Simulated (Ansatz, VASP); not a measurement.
# One calculation of P, two programs

The input INCAR:

```
PREC = Accurate
ENCUT = 520
EDIFF = 1E-6
ISMEAR = 0
SIGMA = 0.05
LREAL = F
LASPH = T
NELM = 100
ALGO = Normal
ISIF = 2
LWAVE = F
LCHARG = F
GGA = PS
NBANDS = 18
```

The input KPOINTS:

```
regular mesh
0
Gamma
  8 1 6
```

The input POSCAR:

```
P
1.0
    3.2344718042      0.0000000000      0.0000000000
    0.0000000000     34.3341755251      0.0000000000
    0.0000000000      0.0000000000      4.7015659806
P
4
Direct
    0.0000000000      0.9702614300      0.5921507200
    0.0000000000      0.0297385700      0.4078492800
    0.5000000000      0.0297385700      0.0921507200
    0.5000000000      0.9702614300      0.9078492800
```

Input for Ansatz:

```yaml
crystal:
  lattice:
    - [3.2344718042, 0.0, 0.0]
    - [0.0, 34.3341755251, 0.0]
    - [0.0, 0.0, 4.7015659806]
  atoms:
    - { symbol: P, position: [0.0, 0.97026143, 0.59215072] }
    - { symbol: P, position: [0.0, 0.02973857, 0.40784928] }
    - { symbol: P, position: [0.5, 0.02973857, 0.09215072] }
    - { symbol: P, position: [0.5, 0.97026143, 0.90784928] }
basis:
  ecutwfc: 420
kpoints:
  mp_grid: { grid: [8, 1, 6] }
hamiltonian:
  xc: pbesol
scf:
  occupations: { method: gaussian, width: 0.05 }
output:
  forces: true
  stress: true
  eigenvalues: true
```

Change from the starting cell: strain -0.015 along x and y, +0.015 along z, atoms carried along.

Alike in both runs: task single point; functional PBEsol; k mesh 8 × 1 × 6; occupations gaussian, width 0.05 eV; no spin polarisation.

```csv
,VASP,Ansatz
version,VASP 6.6.1,Ansatz 0.2.0
potentials or method,"VASP PAW PBE potentials, release 64 (P), cutoff 520 eV","scalar-relativistic, plane waves, PAW"
valence electrons in the cell,20,20
```

```csv
,VASP,Ansatz,Ansatz less VASP
gap on the k mesh at the Fermi level (eV),1.05,1.03,-0.017
least direct gap on the mesh (eV),1.05,1.03,-0.017
rms of the force components (eV/Å),0.160,0.171,+0.0108
```

VASP's potentials were made for PBE, not for PBEsol. Atom by atom the forces differ by 0.012 eV/Å (rms over components).
